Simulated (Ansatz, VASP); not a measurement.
# One calculation of Mg, two programs

File INCAR:

```
PREC = Accurate
ENCUT = 520
EDIFF = 1E-6
ISMEAR = -1
SIGMA = 0.05
LREAL = F
LASPH = T
NELM = 60
ALGO = Normal
ISIF = 2
LWAVE = F
LCHARG = F
GGA = PS
NBANDS = 7
```

Contents of KPOINTS:

```
regular mesh
0
Gamma
  16 16 16
```

File POSCAR:

```
Mg
1.0
   -1.4617350000      1.4617350000      1.4765000000
    1.4617350000     -1.4617350000      1.4765000000
    1.4617350000      1.4617350000     -1.4765000000
Mg
1
Direct
    0.0000000000      0.0000000000      0.0000000000
```

Input for Ansatz:

```yaml
crystal:
  lattice:
    - [-1.461735, 1.461735, 1.4765]
    - [1.461735, -1.461735, 1.4765]
    - [1.461735, 1.461735, -1.4765]
  atoms:
    - { symbol: Mg, position: [0.0, 0.0, 0.0] }
kpoints:
  mp_grid: { grid: [16, 16, 16] }
  band_path:
    path:
      - [0.0, 0.0, 0.0]
      - [0.0, 0.0, 0.5]
      - [0.25, 0.25, 0.25]
      - [0.0, 0.5, 0.0]
      - [0.0, 0.0, 0.0]
      - [0.5, 0.5, -0.5]
      - [0.495025, 0.504975, -0.495025]
      - [-0.495025, 0.495025, 0.495025]
      - [0.0, 0.0, 0.0]
    npoints: 5
scf:
  occupations: { method: fermi_dirac, width: 0.05 }
hamiltonian:
  xc: pbesol
  pseudopotentials: { kind: all_electron, lapw: { basis_error: 0.00025 } }
output:
  forces: true
  stress: true
  eigenvalues: true
```

Change from the starting cell: equal xx and yy strain of -1 %.

Alike in both runs: task single point; functional PBEsol; k mesh 16 × 16 × 16; occupations fermi-dirac, width 0.05 eV; no spin polarisation.

|  | VASP | Ansatz |
| --- | --- | --- |
| version | VASP 6.6.1 | Ansatz 0.2.0 |
| potentials or method | VASP PAW PBE potentials, release 64 (Mg), cutoff 520 eV | all-electron LAPW, scalar-relativistic |

```tsv
	VASP	Ansatz	Ansatz less VASP
pressure (GPa)	66.2	64.7	-1.48
traceless stress, the component that is largest in VASP (GPa)	-0.55	-0.54	+0.013
```

VASP's potentials were made for PBE, not for PBEsol. Both programs put the cell under a high pressure, so it lies far from rest at this level. Ansatz ran all-electron here, and VASP with PAW potentials.

Noted on VASP's run: the cell as given lies far from equilibrium.
